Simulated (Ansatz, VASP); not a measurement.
AgCl in VASP and in Ansatz

```xyz
2
Lattice="0.0000 3.2014 2.0809 3.2014 0.0000 2.0809 3.2014 3.2014 0.0000" Properties=species:S:1:pos:R:3 pbc="T T T"
Ag    3.2014    3.2014    2.0809
Cl    0.0000    0.0000    0.0000
```

Alike in both runs: task single point; functional PBE; k mesh 10 × 10 × 10; occupations gaussian, width 0.05 eV; no spin polarisation.

|  | VASP | Ansatz |
| --- | --- | --- |
| version | VASP 6.6.1 | Ansatz 0.2.0 |
| potentials or method | VASP PAW PBE potentials, release 64 (Ag, Cl), cutoff 520 eV | scalar-relativistic, plane waves, PAW |
| valence electrons in the cell | 18 | 26 |

Ansatz gave:

| Property | Result |
| --- | --- |
| gap on the k mesh at the Fermi level (eV) | 1.98 |
| least direct gap on the mesh (eV) | 3.44 |
| pressure (GPa) | 27.5 |
| traceless stress, the component that is largest in VASP (GPa) | 44.99 |

Task: Which values does VASP return?

Result: gap on the k mesh at the Fermi level (eV): 2.00; least direct gap on the mesh (eV): 3.46; pressure (GPa): 27.1; traceless stress, the component that is largest in VASP (GPa): 44.38.

VASP's potentials hold 18 valence electrons a cell and Ansatz's 26, so a difference there can come from the potentials and not from the codes.
